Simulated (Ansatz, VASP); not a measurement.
**Si3Ge: VASP beside Ansatz**

```
Si Ge
1.0
     3.88810    0.00000    0.00000
     0.00000    3.88810    0.00000
     0.00000    0.00000    5.48368
Si Ge
3 1
Direct
  0.50000 0.00000 0.75488
  0.50000 0.50000 0.00000
  0.00000 0.50000 0.24512
  0.00000 0.00000 0.50000
```

Alike in both runs: task single point; functional PBE-based screened hybrid; k mesh 4 × 4 × 2; no spin polarisation.

```csv
,VASP,Ansatz
version,VASP 6.6.1,Ansatz 0.2.0
potentials or method,"VASP PAW PBE potentials, release 64 (Si, Ge_d)",plane waves
plane-wave cutoff (eV),520,420
occupations,"gaussian, width 0.01 eV",fixed
valence electrons in the cell,26,26
```

```csv
,VASP,Ansatz,Ansatz less VASP
gap on the k mesh at the Fermi level (eV),0.74,0.72,-0.015
pressure (GPa),0.4,0.6,+0.23
"traceless stress, the component that is largest in VASP (GPa)",-0.93,-0.95,-0.011
rms of the force components (eV/Å),0.030,0.026,-0.0040
```

VASP's potentials were made for PBE, not for PBE-based screened hybrid. Atom by atom the forces differ by 0.004 eV/Å (rms over components). Ansatz's warnings: stress exchange threshold loose, stress scf threshold loose.

The k mesh is coarse, so the values compare programs but aren't converged.
